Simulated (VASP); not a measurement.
Os, 1 atom in the cell. The typed cell holds 1 atom: a = 2.557 Å, b = 2.557 Å, c = 2.556 Å, α = 90.00°, β = 90.00°, γ = 90.00°. The cell was built from a structure type or drawn by symmetry, and may not be a known phase.

| Item | Value |
| --- | --- |
| Program | VASP 6.6.1 |
| Task | single point |
| Functional | PBE |
| Potentials or basis | VASP PAW PBE potentials, release 64 (Os) |
| Cutoff | 520 eV |
| k mesh | 20 × 20 × 22 |
| Occupations | gaussian, width 0.1 eV |
| Spin | no spin polarisation |
| Dipole correction | no |
| Further INCAR settings | ALGO = Normal; EDIFF = 1e-07; NBANDS = 10 |

Potentials or basis: VASP PAW PBE potentials, release 64 (Os).

Run with:

```sh
$ cat potpaw_PBE.64/Os/POTCAR > POTCAR
$ mpirun -np 1 vasp_std > vasp.out
```

Hardware: 1 thread of Intel(R) Xeon(R) 6975P-C (Granite Rapids), on a shared host.

Problem. How long does it take, and how much memory?

Solution. Run time: 32 s on 1 thread of Intel(R) Xeon(R) 6975P-C (Granite Rapids) (shared host), peak memory 0.25 GiB. Counts: scf iterations 12, k points 792.
